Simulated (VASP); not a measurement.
# SiC (pbe) (F-43m) in VASP: a series of runs, part 2 of 2

VASP 6.6.1. The steps go on from the part before.

### 4 Relaxation of cell and atoms, PBE

INCAR

```
  PREC = Accurate
  ENCUT = 600
  EDIFF = 1E-7
  ISMEAR = 0
  SIGMA = 0.02
  LREAL = False
  LASPH = True
  NELM = 120
  ALGO = Normal
  ISIF = 3
  LWAVE = False
  LCHARG = False
  GGA = PE
  IBRION = 2
  NSW = 100
  EDIFFG = -0.002
  GGA_COMPAT = False
  NELMIN = 4
```

KPOINTS

```
regular mesh
0
Gamma
  10 10 10
```

POSCAR

```
SiC
1.0
    0.0000000000      2.1769966200      2.1769966200
    2.1769966200      0.0000000000      2.1769966200
    2.1769966200      2.1769966200      0.0000000000
Si C
1 1
Direct
    0.7500000000      0.7500000000      0.7500000000
    0.0000000000      0.0000000000      0.0000000000
```

Potentials or basis: VASP PAW PBE potentials, release 64 (Si, C).

On the command line:

```
> cat potpaw_PBE.64/Si/POTCAR potpaw_PBE.64/C/POTCAR > POTCAR
> mpirun -np 1 vasp_std > vasp.out
```

OUTCAR:

```text
PREC = Accurate
   ENCUT = 600
   EDIFF = 1E-7
   ISMEAR = 0
   LREAL = False
   LASPH = True
   NELM = 120
   ISIF = 3
   GGA = PE
   IBRION = 2
   NSW = 100
   EDIFFG = -0.002
   NELMIN = 4

 ion  position               nearest neighbor table
   1  0.750  0.750  0.750-   2 1.89   2 1.89   2 1.89   2 1.89
   2  0.000  0.000  0.000-   1 1.89   1 1.89   1 1.89   1 1.89

  LATTYP: Found a face centered cubic cell.
 ALAT       =     4.3539932400

  Lattice vectors:

 A1 = (   0.0000000000,   2.1769966200,   2.1769966200)
 A2 = (   2.1769966200,   0.0000000000,   2.1769966200)
 A3 = (   2.1769966200,   2.1769966200,   0.0000000000)

Analysis of symmetry for initial positions (statically):
=====================================================================
 Subroutine PRICEL returns:
 Original cell was already a primitive cell.

 Routine SETGRP: Setting up the symmetry group for a
 face centered cubic supercell.

 Subroutine GETGRP returns: Found 24 space group operations
 (whereof 24 operations were pure point group operations)
 out of a pool of 48 trial point group operations.

The static configuration has the point symmetry T_d .

Analysis of symmetry for dynamics (positions and initial velocities):
=====================================================================
 Subroutine PRICEL returns:
 Original cell was already a primitive cell.

 Routine SETGRP: Setting up the symmetry group for a
 face centered cubic supercell.

 Subroutine GETGRP returns: Found 24 space group operations
 (whereof 24 operations were pure point group operations)
 out of a pool of 48 trial point group operations.

The dynamic configuration has the point symmetry T_d .

 Subroutine INISYM returns: Found 24 space group operations
 (whereof 24 operations are pure point group operations),
 and found     1 'primitive' translations

----------------------------------------------------------------------------------------

                                     Primitive cell

  volume of cell :      20.6349

  direct lattice vectors                    reciprocal lattice vectors
     0.000000000  2.176996620  2.176996620    -0.229674220  0.229674220  0.229674220
     2.176996620  0.000000000  2.176996620     0.229674220 -0.229674220  0.229674220
     2.176996620  2.176996620  0.000000000     0.229674220  0.229674220 -0.229674220

  length of vectors
     3.078738145  3.078738145  3.078738145     0.397807418  0.397807418  0.397807418

  position of ions in fractional coordinates (direct lattice)
     0.750000000  0.750000000  0.750000000
     0.000000000  0.000000000  0.000000000

  ion indices of the primitive-cell ions
   primitive index   ion index
                 1           1
                 2           2

----------------------------------------------------------------------------------------

 KPOINTS: regular mesh

Automatic generation of k-mesh.
 Grid dimensions read from file:
[... 27 lines left out ...]
  0.500000  0.000000  0.000000      4.000000
[... 16 lines left out ...]
  0.300000  0.300000  0.000000      6.000000
  0.400000  0.300000  0.000000     24.000000
 [... further k-points ...]
   k-points           NKPTS =     47   k-points in BZ     NKDIM =     47   number of bands    NBANDS=      8
   number of dos      NEDOS =    301   number of ions     NIONS =      2
   total plane-waves  NPLWV =  21952
   dimension x,y,z NGX =    28 NGY =   28 NGZ =   28
   dimension x,y,z NGXF=    56 NGYF=   56 NGZF=   56
   ions per type =               1   1
   NGX,Y,Z   is equivalent  to a cutoff of  15.12, 15.12, 15.12 a.u.
   NGXF,Y,Z  is equivalent  to a cutoff of  30.24, 30.24, 30.24 a.u.
 SYSTEM =  unknown system
   PREC   = accura    normal or accurate (medium, high low for compatibility)
   ISTART =      0    job   : 0-new  1-cont  2-samecut
   ICHARG =      2    charge: 1-file 2-atom 10-const
   ISPIN  =      1    spin polarized calculation?
   LNONCOLLINEAR =      F non collinear calculations
   LSORBIT =      F    spin-orbit coupling
   LASPH  =      T    aspherical Exc in radial PAW
   ENCUT  =  600.0 eV  44.10 Ry    6.64 a.u.   6.15  6.15  6.15*2*pi/ulx,y,z
   NELM   =    120;   NELMIN=  4; NELMDL= -5     # of ELM steps
   EDIFF  = 0.1E-06   stopping-criterion for ELM
   LREAL  =      F    real-space projection
   EDIFFG = -.2E-02   stopping-criterion for IOM
   NSW    =    100    number of steps for IOM
   IBRION =      2    ionic relax: 0-MD 1-quasi-New 2-CG
   NFREE  =      1    steps in history (QN), initial steepest desc. (CG)
   ISIF   =      3    stress and relaxation
   ISYM   =      2    0-nonsym 1-usesym 2-fastsym
   POTIM  = 0.5000    time-step for ionic-motion
   TEBEG  =    0.0;   TEEND  =   0.0 temperature during run
   PSTRESS=    0.0 pullay stress
   NELECT =       8.0000    total number of electrons
   NUPDOWN=      -1.0000    fix difference up-down
   EMIN   =  10.00;   EMAX   =-10.00  energy-range for DOS
   EFERMI =   0.00;   METHOD = LEGACY
   ISMEAR =     0;   SIGMA  =   0.02  broadening in eV -4-tet -1-fermi 0-gaus
   EFERMI_NEDOS =   21; number of points for ismear=-14 and -15
   IALGO  =     38    algorithm
   IMIX   =      4    mixing-type and parameters
     AMIX     =   0.40;   BMIX     =  1.00
     AMIX_MAG =   1.60;   BMIX_MAG =  1.00
  volume/ion in A,a.u.               =      10.32        69.63
  Fermi-wavevector in a.u.,A,eV,Ry     =   1.193723  2.255810 19.387972  1.424976
  Thomas-Fermi vector in A             =   2.329731
   LORBIT       =      0    0 simple, 1 ext, 2 COOP (PROOUT), +10 PAW based schemes
   GGA     = PE    functional components
   LHFCALC =     F    Hartree Fock is set to
   AEXX    =    0.0000 exact exchange contribution
   IVDW    =     0    specifies the selected vdW correction
   LEPSILON=     F    determine dielectric tensor
   LRPA    =     F    only Hartree local field effects (RPA)
 conjugate gradient relaxation of ions
 non-spin polarized calculation
 Gauss-broadening in eV      SIGMA  =   0.02
  energy-cutoff  :      600.00
  volume of cell :       20.63
 maximum number of plane-waves:       701
 NGX is ok and might be reduce to    28
   NGX = 13   NGY = 13   NGZ = 13

--------------------------------------- Ionic step        1  -------------------------------------------

 number of electron       8.0000000 magnetization

 Free energy of the ion-electron system (eV)
  ---------------------------------------------------
  ext. energy  EPLUGINS =         0.00000000
  ---------------------------------------------------
  free energy    TOTEN  =       -15.05786717 eV

  energy without entropy =      -15.05786717  energy(sigma->0) =      -15.05786717

------------------------ aborting loop because EDIFF is reached ----------------------------------------

  FORCE on cell =-STRESS in cart. coord.  units (eV):
  Direction    XX          YY          ZZ          XY          YZ          ZX
  --------------------------------------------------------------------------------------
  -------------------------------------------------------------------------------------
  Total        0.4759173      0.4759173      0.4759173     -0.0000000      0.0000000     -0.0000000
  in kB       36.9520719     36.9520719     36.9520719     -0.0000000      0.0000000     -0.0000000
  external PRESSURE =      36.9520719 kB  Pullay stress =       0.0000000 kB
[... 59 lines left out ...]
--------------------------------------- Ionic step        3  -------------------------------------------

 number of electron       8.0000000 magnetization

 Free energy of the ion-electron system (eV)
  ---------------------------------------------------
  ext. energy  EPLUGINS =         0.00000000
  ---------------------------------------------------
  free energy    TOTEN  =       -15.06184176 eV

  energy without entropy =      -15.06184176  energy(sigma->0) =      -15.06184176

 E-fermi :   8.1062     XC(G=0): -11.2946

 val. band max:        7.9488820632   @ k =   0.0000   0.0000   0.0000
 cond. band min:       9.3191826198   @ k =   0.5000   0.5000   0.0000
 fundamental gap:      1.3703005565
 Fermi energy:         8.1062086135

 k-point     1 :       0.0000    0.0000    0.0000
  band No.  band energies     occupation
      1      -7.3440      2.00000
      2       7.9489      2.00000
      3       7.9489      2.00000
      4       7.9489      2.00000
      5      14.0173      0.00000
      6      15.1595      0.00000
      7      15.1595      0.00000
      8      15.1595      0.00000
[... 243 lines left out ...]
 k-point    24 :       0.4000    0.3000    0.0000
  band No.  band energies     occupation
      1      -4.2403      2.00000
      2       2.3847      2.00000
      3       4.8261      2.00000
      4       5.3466      2.00000
      5      10.8084      0.00000
      6      13.5154      0.00000
      7      19.4200      0.00000
      8      19.7477      0.00000

 [... further k-points ...]
[... 5 lines left out ...]
  --------------------------------------------------------------------------------------
  -------------------------------------------------------------------------------------
  Total       -0.0001065     -0.0001065     -0.0001065     -0.0000000     -0.0000000      0.0000000
  in kB       -0.0081318     -0.0081318     -0.0081318     -0.0000000     -0.0000000      0.0000000
  external PRESSURE =      -0.0081318 kB  Pullay stress =       0.0000000 kB
[... 17 lines left out ...]
  FREE ENERGIE OF THE ION-ELECTRON SYSTEM (eV)
  ---------------------------------------------------
  free  energy   TOTEN  =       -15.0618417636 eV

  energy  without entropy=      -15.0618417636  energy(sigma->0) =      -15.06184176

 reached required accuracy - stopping structural energy minimisation
```

OSZICAR:

```text
N       E                     dE             d eps       ncg     rms          rms(c)
DAV:   1     0.572781005216E+01    0.57278E+01   -0.45305E+03   752   0.103E+03
DAV:   2    -0.165446717458E+02   -0.22272E+02   -0.21047E+02  1192   0.107E+02
DAV:   3    -0.169187239110E+02   -0.37405E+00   -0.37405E+00   832   0.170E+01
[... 26 lines left out ...]
DAV:   4    -0.150618412776E+02    0.49250E-04   -0.74203E-05   848   0.526E-02    0.195E-02
DAV:   5    -0.150618414213E+02   -0.14367E-06   -0.20875E-06  1032   0.117E-02    0.106E-02
DAV:   6    -0.150618419873E+02   -0.56601E-06   -0.20210E-07   832   0.373E-03    0.165E-03
DAV:   7    -0.150618418253E+02    0.16197E-06   -0.26698E-08   440   0.111E-03    0.336E-04
DAV:   8    -0.150618417636E+02    0.61668E-07   -0.24903E-09   408   0.467E-04
   3 F= -.15061842E+02 E0= -.15061842E+02  d E =-.397459E-02
```

Run time: 15 s. Hardware: 1 thread of AMD EPYC 9R45 (Zen 5), shared host; peak memory 0.12 GiB.

Results:

```yaml
Free_energy: -15.0618 eV
Relaxed_volume: 10.49 Å³/atom
Relaxed_cell: a = 3.096 Å, b = 3.096 Å, c = 3.096 Å, α = 60.00°, β = 60.00°, γ = 60.00°
Space_group_after_relaxing_to_0.05_Å: F-43m (No. 216)
Energy_gained_by_relaxing: 2.0 meV/atom
Ionic_steps: 3
Pressure_after_relaxing: 0.0 GPa
Band_gap_on_the_k_mesh: 1.37 eV, indirect (least direct gap 4.53 eV)
```

Step by step:
```
step  energy change (eV)  largest force (eV/Å)  pressure (GPa)  volume (Å³)
   1              0.0000                0.0000            3.70        20.63
   2              0.0002                0.0000           -3.56        21.35
   3             -0.0040                0.0000            0.00        20.99
```

Final structure:
```xyz
2
Lattice="0.0000 2.1893 2.1893 2.1893 0.0000 2.1893 2.1893 2.1893 0.0000" Properties=species:S:1:pos:R:3 pbc="T T T"
Si    3.2839    3.2839    3.2839
C     0.0000    0.0000    0.0000
```

Levels at points of the mesh, in eV from the valence-band top:
```
           k point  band 1  band 2  band 3  band 4  band 5  band 6  band 7  band 8
(0.00, 0.00, 0.00)  -15.29    0.00    0.00    0.00    6.07    7.21    7.21    7.21
(0.50, 0.00, 0.00)  -11.78   -8.46   -1.05   -1.05    5.31    7.17    7.17    9.98
(0.50, 0.50, 0.00)  -10.34   -7.75   -3.16   -3.16    1.37    4.27   13.87   13.87
```

A k mesh can miss the band edges. PBE gaps usually lie below the measured ones, often by a third to a half.

### 5 The runs side by side

```csv
task,cell,k mesh,smearing,gap on the mesh (eV),pressure (GPa)
single point,"a = 3.079 Å, angles 60.0°, 2 atoms",8 × 8 × 8,gaussian 0.1 eV,1.35,3.7
single point,"a = 3.097 Å, angles 60.0°, 2 atoms",10 × 10 × 10,gaussian 0.02 eV,1.37,-0.2
relaxation of cell and atoms,"relaxed from a = 3.079 Å, angles 60.0°, 2 atoms",10 × 10 × 10,gaussian 0.02 eV,1.37,0.0
```

Alike in all rows: level PBE; potentials or basis VASP PAW PBE potentials, release 64 (Si, C); no spin polarisation; cutoff (eV) 600.

Total energies depend on the potentials used, so only differences within one code and one set of settings carry meaning.
